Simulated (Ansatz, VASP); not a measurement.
## HfBr2F2: VASP beside Ansatz

```
Hf Br F
1.0
     5.92611    0.00000    0.00000
     0.00000    5.92611    0.00000
     0.00000    0.00000    5.09744
Hf Br F
2 4 4
Direct
  0.00000 0.00000 0.00000
  0.50000 0.50000 0.00000
  0.32191 0.82191 0.50000
  0.82191 0.67809 0.50000
  0.17809 0.32191 0.50000
  0.67809 0.17809 0.50000
  0.31437 0.18563 0.00000
  0.81437 0.31437 0.00000
  0.18563 0.68563 0.00000
  0.68563 0.81437 0.00000
```

Change from the starting cell: species swapped into the Yb2CdPd2 type (P4/mbm, No. 127).

Alike in both runs: functional PBE; k mesh 2 × 2 × 4; occupations gaussian, width 0.1 eV; no spin polarisation.

Ansatz relaxed the structure, and its values are those at the end. VASP's run is a single point on that final structure, the one shown.

|  | VASP | Ansatz |
| --- | --- | --- |
| version | VASP 6.6.1 | Ansatz 0.2.0 |
| potentials or method | VASP PAW PBE potentials, release 64 (Hf_pv, Br, F), cutoff 520 eV | scalar-relativistic, plane waves, PAW |
| valence electrons in the cell | 76 | 108 |

|  | VASP | Ansatz | Ansatz less VASP |
| --- | --- | --- | --- |
| gap on the k mesh at the Fermi level (eV) | none | none | - |
| pressure (GPa) | -1.0 | -0.1 | +0.97 |
| rms of the force components (eV/Å) | 0.030 | 0.006 | -0.0241 |

A gap of «none» marks a metal or a gap that the smearing closes. The functional is the same, so the differences come from potentials, cutoffs and numerics. VASP's potentials hold 76 valence electrons a cell and Ansatz's 108, so a difference there can come from the potentials and not from the codes.

The k mesh is coarse, so the values compare programs but aren't converged. Neither program's run includes spin-orbit coupling.
